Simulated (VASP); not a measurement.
# SiC (F-43m) in VASP: settings compared, part 2 of 2

VASP 6.6.1. The steps go on from the part before.

## 3. Single point, PBE (volume scaled by 1.10)

INCAR reads:

```
PREC = Accurate ; ENCUT = 520
EDIFF = 1E-6 ; ISMEAR = 0
SIGMA = 0.02 ; LREAL = F
LASPH = T ; NELM = 60
ALGO = Normal ; ISIF = 2
LWAVE = F ; LCHARG = F
GGA = PE ; NBANDS = 11
```

KPOINTS reads:

```
Automatic mesh
0
Gamma
  10 10 10
```

POSCAR reads:

```
SiC
1.0
    0.0000000000      2.2605567678      2.2605567678
    2.2605567678      0.0000000000      2.2605567678
    2.2605567678      2.2605567678      0.0000000000
Si C
1 1
Direct
    0.0000000000      0.0000000000      0.0000000000
    0.2500000000      0.2500000000      0.2500000000
```

Potentials or basis: VASP PAW PBE potentials, release 64 (Si, C).

Command:

```console
$ cat potpaw_PBE.64/Si/POTCAR potpaw_PBE.64/C/POTCAR > POTCAR
$ mpirun -np 1 vasp_std > vasp.out
```

It took 6.5 s on 1 thread of Intel Xeon 6975P-C, shared host; peak memory 0.14 GiB.

It converged, with:

```yaml
Free_energy: -14.9420 eV
Pressure: -16.8 GPa
Band_gap_on_the_k_mesh: 1.45 eV, indirect (least direct gap 4.42 eV)
```

Levels at points of the mesh, in eV from the valence-band top:
| k point | band 1 | band 2 | band 3 | band 4 | band 5 | band 6 | band 7 | band 8 | band 9 |
| --- | --- | --- | --- | --- | --- | --- | --- | --- | --- |
| (0.00, 0.00, 0.00) | -14.56 | 0.00 | 0.00 | 0.00 | 4.96 | 6.58 | 6.58 | 6.58 | 13.88 |
| (0.50, 0.00, 0.00) | -11.39 | -7.96 | -1.02 | -1.02 | 4.47 | 6.79 | 6.79 | 9.44 | 14.95 |
| (0.50, 0.50, 0.00) | -10.05 | -7.47 | -2.97 | -2.97 | 1.45 | 3.95 | 12.78 | 12.78 | 13.40 |

Caveat: the cell differs from its parent crystal (volume scaled by 1.10). A k mesh can miss the band edges.

## 4. Single point, HSE06

This run uses another cell than the first one, of 10.50 Å³/atom, 1.136 times its volume.

POSCAR reads:

```
SiC
1.0
    0.0000000000      2.1898675885      2.1898675885
    2.1898675885      0.0000000000      2.1898675885
    2.1898675885      2.1898675885      0.0000000000
Si C
1 1
Direct
    0.0000000000      0.0000000000      0.0000000000
    0.2500000000      0.2500000000      0.2500000000
```

INCAR.step1 reads:

```
PREC = Accurate
ENCUT = 520
EDIFF = 1E-5
ISMEAR = 0
SIGMA = 0.02
LREAL = F
LASPH = T
NELM = 80
ALGO = Normal
ISIF = 2
LWAVE = T
LCHARG = F
NBANDS = 11
GGA = PE
```

INCAR.step2 reads:

```
PREC = Accurate
ENCUT = 520
EDIFF = 1E-6
ISMEAR = 0
SIGMA = 0.02
LREAL = F
LASPH = T
NELM = 80
ALGO = Normal
ISIF = 2
LWAVE = F
LCHARG = F
GGA = PE
LHFCALC = T
HFSCREEN = 0.2079
PRECFOCK = Normal
NBANDS = 11
ISTART = 1
```

KPOINTS reads:

```
regular mesh
0
Gamma
  8 8 8
```

Potentials or basis: VASP PAW PBE potentials, release 64 (Si, C).

Command:

```console
$ cat potpaw_PBE.64/Si/POTCAR potpaw_PBE.64/C/POTCAR > POTCAR
$ cp INCAR.step1 INCAR
$ mpirun -np 1 vasp_std > vasp.out
$ cp INCAR.step2 INCAR
$ mpirun -np 1 vasp_std > vasp.out
```

OUTCAR:

```text
PREC = Accurate
   ENCUT = 520
   EDIFF = 1E-6
   ISMEAR = 0
   LREAL = F
   LASPH = T
   NELM = 80
   ISIF = 2
   GGA = PE
   LHFCALC = T
   HFSCREEN = 0.2079
   PRECFOCK = Normal
   ISTART = 1

 ion  position               nearest neighbor table
   1  0.000  0.000  0.000-   2 1.90   2 1.90   2 1.90   2 1.90
   2  0.250  0.250  0.250-   1 1.90   1 1.90   1 1.90   1 1.90

  LATTYP: Found a face centered cubic cell.
 ALAT       =     4.3797351770
[... 522 lines left out ...]
      3       3.3110      2.00000
      4       4.9016      2.00000
      5      13.6739      0.00000
      6      15.7647      0.00000
      7      18.8833      0.00000
      8      19.8027      0.00000
      9      22.2397      0.00000
     10      25.1436      0.00000
     11      28.1481      0.00000

 [... further k-points ...]
[... 5 lines left out ...]
  --------------------------------------------------------------------------------------
  -------------------------------------------------------------------------------------
  Total       -0.6662180     -0.6662180     -0.6662180      0.0000000     -0.0000000      0.0000000
  in kB      -50.8210238    -50.8210238    -50.8210238      0.0000000     -0.0000000      0.0000000
  external PRESSURE =     -50.8210238 kB  Pullay stress =       0.0000000 kB

 VOLUME and BASIS-vectors are now :
 -----------------------------------------------------------------------------
  energy-cutoff  :      520.00
  volume of cell :       21.00
      direct lattice vectors                 reciprocal lattice vectors
     0.000000000  2.189867588  2.189867588    -0.228324307  0.228324307  0.228324307
     2.189867588  0.000000000  2.189867588     0.228324307 -0.228324307  0.228324307
     2.189867588  2.189867588  0.000000000     0.228324307  0.228324307 -0.228324307

 POSITION                                       TOTAL-FORCE (eV/Angst)
 -----------------------------------------------------------------------------------
      0.00000      0.00000      0.00000        -0.000000     -0.000000     -0.000000
      1.09493      1.09493      1.09493         0.000000      0.000000      0.000000
 -----------------------------------------------------------------------------------
    total drift:                                0.000000     -0.000000     -0.000000

  FREE ENERGIE OF THE ION-ELECTRON SYSTEM (eV)
  ---------------------------------------------------
  free  energy   TOTEN  =       -17.4165915434 eV

  energy  without entropy=      -17.4165915434  energy(sigma->0) =      -17.41659154
```

OUTCAR.step1:

```text
PREC = Accurate
   ENCUT = 520
   EDIFF = 1E-5
   ISMEAR = 0
   LREAL = F
   LASPH = T
[... 556 lines left out ...]
 -----------------------------------------------------------------------------------
      0.00000      0.00000      0.00000         0.000000     -0.000000      0.000000
      1.09493      1.09493      1.09493        -0.000000      0.000000     -0.000000
 -----------------------------------------------------------------------------------
    total drift:                                0.000000      0.000000      0.000000

  FREE ENERGIE OF THE ION-ELECTRON SYSTEM (eV)
  ---------------------------------------------------
  free  energy   TOTEN  =       -15.0597945020 eV

  energy  without entropy=      -15.0597945020  energy(sigma->0) =      -15.05979450
```

Run time: 17 min. Hardware: 1 thread of AMD EPYC 7R13 (Zen 3), shared host; peak memory 0.23 GiB.

Results:

| Quantity | Value |
| --- | --- |
| Free energy | -17.4166 eV |
| Pressure | -5.1 GPa |
| Band gap on the k mesh | 2.24 eV, indirect (least direct gap 5.71 eV) |

Levels at points of the mesh, in eV from the valence-band top:
| k point | band 2 | band 3 | band 4 | band 5 | band 6 | band 7 |
| --- | --- | --- | --- | --- | --- | --- |
| (0.00, 0.00, 0.00) | 0.00 | 0.00 | 0.00 | 7.34 | 8.47 | 8.47 |
| (0.50, 0.00, 0.00) | -9.26 | -1.15 | -1.15 | 6.49 | 8.41 | 8.41 |
| (0.50, 0.50, 0.00) | -8.49 | -3.47 | -3.47 | 2.24 | 5.31 | 15.75 |

Caveat: the PAW data sets were made with another functional, which shifts forces and pressure a little. A k mesh can miss the band edges.

## 5. Summary

| level | cell | k mesh | grid for exact exchange (PRECFOCK) | screening parameter | gap on the mesh (eV) | pressure (GPa) |
| --- | --- | --- | --- | --- | --- | --- |
| PBE | a = 2.968 Å, angles 60.0°, 2 atoms | 10 × 10 × 10 | - | - | 1.24 | 34.7 |
| PBE | a = 3.197 Å, angles 60.0°, 2 atoms | 10 × 10 × 10 | - | - | 1.45 | -16.8 |
| HSE06 | a = 3.097 Å, angles 60.0°, 2 atoms | 8 × 8 × 8 | Normal | 0.2079 1/Å | 2.24 | -5.1 |

Alike in all rows: task single point; potentials or basis VASP PAW PBE potentials, release 64 (Si, C); no spin polarisation; cutoff (eV) 520; smearing gaussian 0.02 eV.

Caveats: the PAW data sets were made with another functional, which shifts forces and pressure a little (some runs).

Total energies depend on the potentials used, so only differences within one code and one set of settings carry meaning.
